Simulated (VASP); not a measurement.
Here is a VASP 6.6.1 calculation.

The input INCAR:

```
SYSTEM = ZnS
PREC = Accurate
ENCUT = 520
EDIFF = 1E-6
ISMEAR = -1
SIGMA = 0.28
LREAL = .False.
LASPH = .True.
NELM = 100
ALGO = Normal
ISIF = 2
LWAVE = .False.
LCHARG = .False.
GGA = PE
NBANDS = 16
```

Contents of KPOINTS:

```
Automatic mesh
0
Gamma
  8 8 8
  0 0 0
```

The input POSCAR:

```
ZnS
1.0
    0.0000000000      2.7046500000      2.7046500000
    2.7046500000      0.0000000000      2.7046500000
    2.7046500000      2.7046500000      0.0000000000
Zn S
1 1
Direct
    0.0000000000      0.0000000000      0.0000000000
    0.7500000000      0.7500000000      0.7500000000
```

Potentials or basis: VASP PAW PBE potentials, release 64 (Zn, S).

Launch:

```console
$ cat potpaw_PBE.64/Zn/POTCAR potpaw_PBE.64/S/POTCAR > POTCAR
$ mpirun -np 1 vasp_std > vasp.out
```

(1) Predict the pressure.

(2) What does it give for the band gap on the k mesh?

Answers

(1) 1.5 GPa.

(2) 2.10 eV.
